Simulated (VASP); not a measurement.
# Ge2Cl: single point with PBE

Ge2Cl:

```
Ge Cl
1.0
     0.00000    3.10874    3.10874
     3.10874    0.00000    3.10874
     3.10874    3.10874    0.00000
Ge Cl
2 1
Cartesian
  1.5544 1.5544 1.5544
  4.6631 4.6631 4.6631
  0.0000 0.0000 0.0000
```

```
Program                : VASP 6.6.1
Task                   : single point
Functional             : PBE
Potentials or basis    : VASP PAW PBE potentials, release 64 (Ge_d, Cl)
Cutoff                 : 520 eV
k mesh                 : 6 × 6 × 6
Occupations            : gaussian, width 0.1 eV
Spin                   : no spin polarisation
Dipole correction      : no
Further INCAR settings : ALGO = Normal; EDIFF = 1e-07; NBANDS = 24
```

```json
{
 "Pressure": "10.3 GPa",
 "Band gap on the k mesh": "zero (an odd number of electrons rules out a gap without spin polarisation)"
}
```

Levels at points of the mesh, in eV from the Fermi level:
```csv
k point,band 13,band 14,band 15,band 16,band 17,band 18,band 19,band 20,band 21,band 22
"(0.00, 0.00, 0.00)",-5.72,-5.72,-5.72,-4.59,-1.45,-1.45,-1.45,4.00,4.00,4.00
"(0.50, 0.00, 0.00)",-7.68,-6.21,-6.21,-2.23,-0.53,-0.53,1.36,2.65,3.02,3.02
"(0.50, 0.50, 0.00)",-7.07,-7.00,-7.00,-3.01,-1.80,1.60,1.60,4.19,4.19,5.82
```

It took 14 s on 1 thread of Intel(R) Xeon(R) 6975P-C (Granite Rapids), with other jobs on the host, peak memory 0.2 GiB.

Caveat: the cell stands under pressure; an odd number of electrons without spin polarisation forces a metal; a magnetic or distorted state may lie lower.
